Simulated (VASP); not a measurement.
# PbS (Galena) (Fm-3m) in VASP: further runs, part 2 of 2

VASP 6.6.1.

## (4) Single point, PBEsol+D3(BJ)

This run uses another cell than the first one, of 24.78 Å³/atom, 0.950 times its volume.

Input file INCAR:

```
PREC     = Accurate       # precision mode
ENCUT    = 520            # plane-wave cutoff, eV
EDIFF    = 1E-7           # SCF threshold, eV
ISMEAR   = -1             # smearing method
SIGMA    = 0.05           # smearing width, eV
LREAL    = False          # projectors in reciprocal space
LASPH    = True           # aspherical terms in the spheres
NELM     = 80             # most SCF steps
ALGO     = Normal         # electronic algorithm
ISIF     = 2              # what is computed and relaxed
LWAVE    = False          # write WAVECAR
LCHARG   = False          # write CHGCAR
GGA      = PS             # functional
IVDW     = 12             # dispersion correction
NBANDS   = 17             # bands
```

Input file KPOINTS:

```
regular mesh
0
Gamma
  8 8 8
```

Input file POSCAR:

```
PbS
1.0
    0.0000000000      2.9153543070      2.9153543070
    2.9153543070      0.0000000000      2.9153543070
    2.9153543070      2.9153543070      0.0000000000
Pb S
1 1
Direct
    0.0000000000      0.0000000000      0.0000000000
    0.5000000000      0.5000000000      0.5000000000
```

Started as:

```sh
$ cat potpaw_PBE.64/Pb_d/POTCAR potpaw_PBE.64/S/POTCAR > POTCAR
$ mpirun -np 1 vasp_std > vasp.out
```

Run time: 15 s. Hardware: 1 thread of Intel Xeon Platinum 8488C (Sapphire Rapids), shared host; peak memory 0.19 GiB.

It converged, with:

```yaml
Free_energy: -10.1376 eV
Pressure: 0.0 GPa
Band_gap_on_the_k_mesh: 0.05 eV, direct
Dispersion_energy_per_atom: -0.347 eV
```

Levels at points of the mesh, in eV from the valence-band top:
```csv
k point,band 6,band 7,band 8,band 9,band 10,band 11,band 12,band 13,band 14,band 15
"(0.00, 0.00, 0.00)",-14.15,-6.03,-2.50,-2.50,-2.50,5.25,5.25,5.25,6.44,6.44
"(0.50, 0.00, 0.00)",-12.75,-9.29,-2.06,-2.06,0.00,0.05,1.71,1.71,8.49,9.94
"(0.50, 0.50, 0.00)",-12.21,-7.39,-5.78,-3.88,-3.88,3.43,5.63,5.77,5.77,11.16
```

Caveat: the PAW data sets were made with another functional, which shifts forces and pressure a little; spin-orbit coupling is left out, which moves the levels of the heavy elements. A k mesh can miss the band edges.

## (5) Single point, PBEsol+D3(BJ)

This run uses another cell than the first one, of 24.87 Å³/atom, 0.953 times its volume.

Input file INCAR:

```
SYSTEM = PbS
PREC = Accurate
ENCUT = 520
EDIFF = 1E-7
ISMEAR = -1
SIGMA = 0.05
LREAL = .FALSE.
LASPH = .TRUE.
NELM = 60
ALGO = Normal
ISIF = 2
LWAVE = .FALSE.
LCHARG = .FALSE.
GGA = PS
IVDW = 12
NBANDS = 17
```

Input file KPOINTS:

```
regular mesh
0
G
  8 8 8
  0 0 0
```

Input file POSCAR:

```
PbS
1.0
    0.0000000000      2.9190169653      2.9190169653
    2.9190169653      0.0000000000      2.9190169653
    2.9190169653      2.9190169653      0.0000000000
Pb S
1 1
Direct
    0.0000000000      0.0000000000      0.0000000000
    0.5000000000      0.5000000000      0.5000000000
```

Started as:

```sh
$ cat potpaw_PBE.64/Pb_d/POTCAR potpaw_PBE.64/S/POTCAR > POTCAR
$ mpirun -np 1 vasp_std > vasp.out
```

Wall time 16 s (1 thread of Intel Xeon Platinum 8488C (Sapphire Rapids), shared host); peak memory 0.18 GiB.

Results (log left out):

| Item | Value |
| --- | --- |
| Free energy | -10.1376 eV |
| Pressure | -0.3 GPa |
| Band gap on the k mesh | 0.07 eV, direct |
| Dispersion energy per atom | -0.345 eV |

Levels at points of the mesh, in eV from the valence-band top:
```csv
k point,band 6,band 7,band 8,band 9,band 10,band 11,band 12,band 13,band 14,band 15
"(0.00, 0.00, 0.00)",-14.11,-6.03,-2.48,-2.48,-2.48,5.24,5.24,5.24,6.46,6.46
"(0.50, 0.00, 0.00)",-12.72,-9.26,-2.04,-2.04,0.00,0.07,1.72,1.72,8.49,9.95
"(0.50, 0.50, 0.00)",-12.19,-7.38,-5.74,-3.85,-3.85,3.45,5.62,5.76,5.76,11.16
```

Caveat: three body term missing; the PAW data sets were made with another functional, which shifts forces and pressure a little; spin-orbit coupling is left out, which moves the levels of the heavy elements.

## (6) Single point, PBEsol+D4

This run uses another cell than the first one, of 25.15 Å³/atom, 0.964 times its volume.

Input file INCAR:

```
SYSTEM = PbS
ALGO     = Normal         ! electronic algorithm
EDIFF    = 1E-6           ! SCF threshold, eV
ENCUT    = 520            ! plane-wave cutoff, eV
GGA      = PS             ! functional
ISIF     = 2              ! what is computed and relaxed
ISMEAR   = -1             ! smearing method
IVDW     = 13             ! dispersion correction
LASPH    = .TRUE.         ! aspherical terms in the spheres
LCHARG   = .FALSE.        ! write CHGCAR
LREAL    = .FALSE.        ! projectors in reciprocal space
LWAVE    = .FALSE.        ! write WAVECAR
NBANDS   = 17             ! bands
NELM     = 60             ! most SCF steps
PREC     = Accurate       ! precision mode
SIGMA    = 0.05           ! smearing width, eV
```

Input file KPOINTS:

```
k-points
0
G
  8 8 8
  0 0 0
```

Input file POSCAR:

```
PbS
1.0
    0.0000000000      2.9296878778      2.9296878778
    2.9296878778      0.0000000000      2.9296878778
    2.9296878778      2.9296878778      0.0000000000
Pb S
1 1
Direct
    0.0000000000      0.0000000000      0.0000000000
    0.5000000000      0.5000000000      0.5000000000
```

Potentials or basis: VASP PAW PBE potentials, release 64 (Pb_d, S).

Started as:

```sh
$ cat potpaw_PBE.64/Pb_d/POTCAR potpaw_PBE.64/S/POTCAR > POTCAR
$ mpirun -np 1 vasp_std > vasp.out
```

Run time: 19 s. Hardware: 1 thread of Intel Xeon Platinum 8488C (Sapphire Rapids), shared host; peak memory 0.18 GiB.

Results (log left out):

```yaml
Free_energy: -9.9061 eV
Pressure: -0.1 GPa
Band_gap_on_the_k_mesh: 0.11 eV, direct
Dispersion_energy_per_atom: -0.227 eV
```

Levels at points of the mesh, in eV from the valence-band top:
| k point | band 8 | band 9 | band 10 | band 11 | band 12 | band 13 |
| --- | --- | --- | --- | --- | --- | --- |
| (0.00, 0.00, 0.00) | -2.40 | -2.40 | -2.40 | 5.22 | 5.22 | 5.22 |
| (0.50, 0.00, 0.00) | -1.98 | -1.98 | 0.00 | 0.11 | 1.76 | 1.76 |
| (0.50, 0.50, 0.00) | -5.63 | -3.76 | -3.76 | 3.51 | 5.60 | 5.74 |

Caveat: the PAW data sets were made with another functional, which shifts forces and pressure a little; spin-orbit coupling is left out, which moves the levels of the heavy elements.

## (7) The runs side by side

| task | level | cell | cutoff (eV) | gap on the mesh (eV) | pressure (GPa) | relaxed volume (Å³/atom) |
| --- | --- | --- | --- | --- | --- | --- |
| relaxation of cell and atoms | BLYP+D3(BJ) | relaxed from a = 4.194 Å, angles 60.0°, 2 atoms | 600 | 0.54 | 0.0 | 26.60 |
| relaxation of cell and atoms | PBEsol+D3(BJ) | relaxed from a = 4.194 Å, angles 60.0°, 2 atoms | 600 | 0.05 | 0.0 | 24.79 |
| single point | PBEsol+D3(BJ) | a = 4.123 Å, angles 60.0°, 2 atoms | 520 | 0.05 | 0.0 | - |
| single point | PBEsol+D3(BJ) | a = 4.128 Å, angles 60.0°, 2 atoms | 520 | 0.07 | -0.3 | - |
| single point | PBEsol+D4 | a = 4.143 Å, angles 60.0°, 2 atoms | 520 | 0.11 | -0.1 | - |

Alike in all rows: potentials or basis VASP PAW PBE potentials, release 64 (Pb_d, S); no spin polarisation; k mesh 8 × 8 × 8; smearing fermi-dirac 0.05 eV.

Caveats: the PAW data sets were made with another functional, which shifts forces and pressure a little; spin-orbit coupling is left out, which moves the levels of the heavy elements; three body term missing (some runs).

Absolute energies hang on the potentials; compare differences alone.
